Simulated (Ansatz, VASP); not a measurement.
# Co in VASP and in Ansatz

```xyz
2
Lattice="2.4926 0.0000 0.0000 -1.2463 2.1586 0.0000 0.0000 0.0000 4.0374" Properties=species:S:1:pos:R:3 pbc="T T T"
Co    0.0000    1.4391    1.0094
Co    1.2463    0.7195    3.0281
```

Alike in both runs: functional PBE; k mesh 18 × 18 × 10; occupations fermi-dirac, width 0.1 eV; collinear spin.

Ansatz relaxed the structure, and its values are those at the end. VASP's run is a single point on that final structure, the one shown.

|  | VASP | Ansatz |
| --- | --- | --- |
| version | VASP 6.6.1 | Ansatz 0.2.0 |
| potentials or method | VASP PAW PBE potentials, release 64 (Co) | PAW with Ansatz's default frozen-core files, scalar-relativistic |
| plane-wave cutoff (eV) | 520 | 420 |
| valence electrons in the cell | 18 | 34 |

```tsv
	VASP	Ansatz	Ansatz less VASP
pressure (GPa)	-0.7	0.0	+0.70
net moment per atom (μB)	1.60	1.60	+0.007
size of the moment on the site where the two differ most (μB)	1.62	1.68	+0.063
```

Site moments also hang on the region over which each program counts them. VASP's potentials hold 18 valence electrons a cell and Ansatz's 34, so a difference there can come from the potentials and not from the codes.
